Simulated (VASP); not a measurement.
Runs of VASP 6.6.1 on BeTe. Symmetry: F-43m, No. 216, cubic system. Conventional cell: a = 5.657 Å, b = 5.657 Å, c = 5.657 Å, α = 90.00°, β = 90.00°, γ = 90.00°. Be (site symmetry -43m) has 4 Te at 2.45 Å within 3.2 Å. Within 3.2 Å of Te (site symmetry -43m) lie 4 Be at 2.45 Å. 

| level | k mesh | grid for exact exchange (PRECFOCK) | share of exact exchange | gap on the mesh (eV) | pressure (GPa) |
| --- | --- | --- | --- | --- | --- |
| r2SCAN | 6 × 6 × 6 | - | - | (a) | 0.2 |
| PBE0 | 6 × 6 × 6 | Normal | 0.25 | 3.34 | -1.0 |
| PBE | 6 × 6 × 6 | - | - | 2.01 | 0.4 |
| PBE | 8 × 8 × 8 | - | - | 2.01 | (b) |

Alike in all rows: task single point; potentials or basis VASP PAW PBE potentials, release 64 (Be, Te); no spin polarisation; cell as given; cutoff (eV) 520; smearing gaussian 0.01 eV.

Question: Fill in the values left out.

Answer: (a) 2.37; (b) 0.3.

Caveats: spin-orbit coupling is left out, which moves the levels of the heavy elements; the PAW data sets were made with another functional, which shifts forces and pressure a little (at least some runs).

A k mesh can miss the band edges, and the runs leave out spin-orbit coupling on Te.
